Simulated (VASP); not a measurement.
# TiPt3 (Pm-3m) in VASP: notebook, part 2 of 2

VASP 6.6.1. Earlier steps stand in the parts before.

## (3) Electric field gradients, r2SCAN

POSCAR

```
TiPt3
1.0
    3.8970000000      0.0000000000      0.0000000000
    0.0000000000      3.8970000000      0.0000000000
    0.0000000000      0.0000000000      3.8970000000
Ti Pt
1 3
Direct
    0.0000000000      0.0000000000      0.0000000000
    0.0000000000      0.5000000000      0.5000000000
    0.5000000000      0.0000000000      0.5000000000
    0.5000000000      0.5000000000      0.0000000000
```

INCAR.step1

```
SYSTEM = TiPt3
  ALGO = Normal
  EDIFF = 1E-4
  ENCUT = 520
  GGA = PE
  ISMEAR = -1
  LASPH = .TRUE.
  LCHARG = .FALSE.
  LREAL = .FALSE.
  LWAVE = .TRUE.
  NBANDS = 29
  NELM = 100
  PREC = Accurate
  SIGMA = 0.05
```

INCAR.step2

```
SYSTEM = TiPt3
  ALGO = Normal
  EDIFF = 1E-8
  ENCUT = 520
  ISIF = 2
  ISMEAR = -1
  ISTART = 1
  LASPH = .TRUE.
  LCHARG = .FALSE.
  LEFG = .TRUE.
  LMIXTAU = .TRUE.
  LREAL = .FALSE.
  LWAVE = .FALSE.
  METAGGA = R2SCAN
  NBANDS = 29
  NELM = 100
  PREC = Accurate
  SIGMA = 0.05
```

KPOINTS

```
k-points
0
G
  9 9 9
  0 0 0
```

Potentials or basis: VASP PAW PBE potentials, release 64 (Ti_sv, Pt).

Command:

```
$ cat potpaw_PBE.64/Ti_sv/POTCAR potpaw_PBE.64/Pt/POTCAR > POTCAR
$ cp INCAR.step1 INCAR
$ mpirun -np 1 vasp_std > vasp.out
$ cp INCAR.step2 INCAR
$ mpirun -np 1 vasp_std > vasp.out
```

OUTCAR:

```text
SYSTEM = TiPt3
   EDIFF = 1E-8
   ENCUT = 520
   ISIF = 2
   ISMEAR = -1
   ISTART = 1
   LASPH = .TRUE.
   LREAL = .FALSE.
   METAGGA = R2SCAN
   NELM = 100
   PREC = Accurate

 ion  position               nearest neighbor table
   1  0.000  0.000  0.000-   2 2.76   3 2.76   4 2.76   2 2.76   3 2.76   2 2.76   4 2.76   2 2.76
                             3 2.76   4 2.76   3 2.76   4 2.76
   2  0.000  0.500  0.500-   1 2.76   3 2.76   4 2.76   1 2.76   4 2.76   1 2.76   3 2.76   1 2.76
                             3 2.76   4 2.76   4 2.76   3 2.76
   3  0.500  0.000  0.500-   1 2.76   2 2.76   4 2.76   1 2.76   4 2.76   2 2.76   4 2.76   4 2.76
                             1 2.76   2 2.76   1 2.76   2 2.76
   4  0.500  0.500  0.000-   1 2.76   2 2.76   3 2.76   2 2.76   3 2.76   1 2.76   3 2.76   3 2.76
                             1 2.76   2 2.76   2 2.76   1 2.76
[... 1003 lines left out ...]
   1       0.000     0.000    -0.000    -0.000    -0.000     0.000
   2     -57.915    28.957    28.957    -0.000    -0.000    -0.000
   3      28.957   -57.915    28.957     0.000     0.000    -0.000
   4      28.957    28.957   -57.915    -0.000    -0.000     0.000
---------------------------------------------------------------------

 Electric field gradients after diagonalization (V/A^2)
 (convention: |V_zz| > |V_xx| > |V_yy|)
----------------------------------------------------------------------
 ion       V_xx      V_yy      V_zz     asymmetry (V_yy - V_xx)/ V_zz
----------------------------------------------------------------------
   1       0.000     0.000    -0.000       0.535
   2      28.957    28.957   -57.915       0.000
   3      28.957    28.957   -57.915       0.000
   4      28.957    28.957   -57.915       0.000
----------------------------------------------------------------------

           NMR quadrupolar parameters

 Cq : quadrupolar parameter    Cq=e*Q*V_zz/h
 eta: asymmetry parameters     (V_yy - V_xx)/ V_zz
 Q  : nuclear electric quadrupole moment in mb (millibarn)
----------------------------------------------------------------------
 ion       Cq(MHz)       eta       Q (mb)
----------------------------------------------------------------------
   1      -0.000       0.535       1.000
   2      -0.140       0.000       1.000
   3      -0.140       0.000       1.000
   4      -0.140       0.000       1.000
----------------------------------------------------------------------
```

OUTCAR.step1:

```text
SYSTEM = TiPt3
   EDIFF = 1E-4
   ENCUT = 520
   GGA = PE
   ISMEAR = -1
   LASPH = .TRUE.
[... 1000 lines left out ...]
      0.00000      1.94850      1.94850         0.000000      0.000000      0.000000
      1.94850      0.00000      1.94850         0.000000      0.000000      0.000000
      1.94850      1.94850      0.00000         0.000000      0.000000      0.000000
 -----------------------------------------------------------------------------------
    total drift:                                0.000000      0.000000     -0.000000

  FREE ENERGIE OF THE ION-ELECTRON SYSTEM (eV)
  ---------------------------------------------------
  free  energy   TOTEN  =       -29.4918265113 eV

  energy  without entropy=      -29.4797607819  energy(sigma->0) =      -29.48579365
```

OSZICAR.step1:

```text
N       E                     dE             d eps       ncg     rms          rms(c)
DAV:   1     0.379477057451E+03    0.37948E+03   -0.20935E+04  2030   0.157E+03
DAV:   2    -0.470329307000E+01   -0.38418E+03   -0.36311E+03  2150   0.405E+02
DAV:   3    -0.316466193128E+02   -0.26943E+02   -0.25821E+02  2570   0.103E+02
DAV:   4    -0.325311906063E+02   -0.88457E+00   -0.88124E+00  2522   0.170E+01
DAV:   5    -0.325562268740E+02   -0.25036E-01   -0.25034E-01  2464   0.281E+00    0.226E+01
DAV:   6    -0.308451792288E+02    0.17110E+01   -0.10905E+01  2220   0.284E+01    0.141E+01
DAV:   7    -0.304558299499E+02    0.38935E+00   -0.19976E+01  2577   0.288E+01    0.108E+01
DAV:   8    -0.296016348513E+02    0.85420E+00   -0.96020E-01  2152   0.949E+00    0.432E+00
DAV:   9    -0.295664368842E+02    0.35198E-01   -0.12132E+00  2881   0.636E+00    0.278E+00
DAV:  10    -0.294922877317E+02    0.74149E-01   -0.27535E-01  2371   0.373E+00    0.428E-01
DAV:  11    -0.294958689285E+02   -0.35812E-02   -0.55993E-03  2362   0.594E-01    0.629E-01
DAV:  12    -0.294918111973E+02    0.40577E-02   -0.14182E-02  2625   0.776E-01    0.213E-02
DAV:  13    -0.294918265113E+02   -0.15314E-04   -0.18947E-04  1892   0.984E-02
   1 F= -.29491827E+02 E0= -.29485794E+02  d E =-.120657E-01
```

Wall time 3.5 min (1 thread of Intel Xeon Platinum 8488C (Sapphire Rapids), shared host); peak memory 0.2 GiB.

What came out:

```yaml
Free_energy: -171.1264 eV
Pressure: 5.8 GPa
Band_gap_on_the_k_mesh: zero (band 21 reaches 13.26 eV, above the bottom of band 22 at 11.61 eV)
```

Levels at points of the mesh, in eV from the Fermi level:
| k point | band 17 | band 18 | band 19 | band 20 | band 21 | band 22 | band 23 | band 24 | band 25 | band 26 |
| --- | --- | --- | --- | --- | --- | --- | --- | --- | --- | --- |
| (0.00, 0.00, 0.00) | -0.61 | 0.02 | 0.02 | 0.02 | 1.49 | 1.49 | 1.60 | 1.60 | 1.60 | 2.07 |

Electric field gradients, principal values (V/Å²):
```
atom   least  middle  greatest (by size)
1 Ti   0.000   0.000               0.000
2 Pt  28.957  28.957             -57.915
3 Pt  28.957  28.957             -57.915
4 Pt  28.957  28.957             -57.915
```

Caveat: without QUAD_EFG the Cq values of the log hold for a quadrupole moment of 1 mb, not for the nuclei; the PAW data sets were made with another functional, which shifts forces and pressure a little; spin-orbit coupling is left out, which moves the levels of the heavy elements.
